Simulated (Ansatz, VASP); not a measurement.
Two plane-wave programs on Rb2ZrBr6

```
CELL_PARAMETERS angstrom
5.48042 0.00000 0.00000
0.00000 5.48042 0.00000
0.00000 0.00000 10.96084
ATOMIC_POSITIONS crystal
Rb 0.50000 0.50000 0.25000
Rb 0.50000 0.50000 0.75000
Zr 0.00000 0.00000 0.00000
Br 0.50000 0.00000 0.00000
Br 0.00000 0.50000 0.00000
Br 0.00000 0.00000 0.24447
Br 0.50000 0.00000 0.50000
Br 0.00000 0.50000 0.50000
Br 0.00000 0.00000 0.75553
```

Alike in both runs: task single point; functional PBE; k mesh 4 × 4 × 2; occupations gaussian, width 0.1 eV; no spin polarisation.

```csv
,VASP,Ansatz
version,VASP 6.6.1,Ansatz 0.2.0
potentials or method,"VASP PAW PBE potentials, release 64 (Rb_sv, Zr_sv, Br), cutoff 520 eV","scalar-relativistic, plane waves, PAW"
valence electrons in the cell,72,72
```

```tsv
	VASP	Ansatz	Ansatz less VASP
gap on the k mesh at the Fermi level (eV)	none	none	-
pressure (GPa)	-1.4	-1.4	-0.01
traceless stress, the component that is largest in VASP (GPa)	-2.04	-2.05	-0.002
rms of the force components (eV/Å)	0.371	0.372	+0.0010
```

Atom by atom the forces differ by 0.001 eV/Å (rms over components). A gap of «none» marks a metal or a gap that the smearing closes. The functional is the same, so the differences come from potentials, cutoffs and numerics.
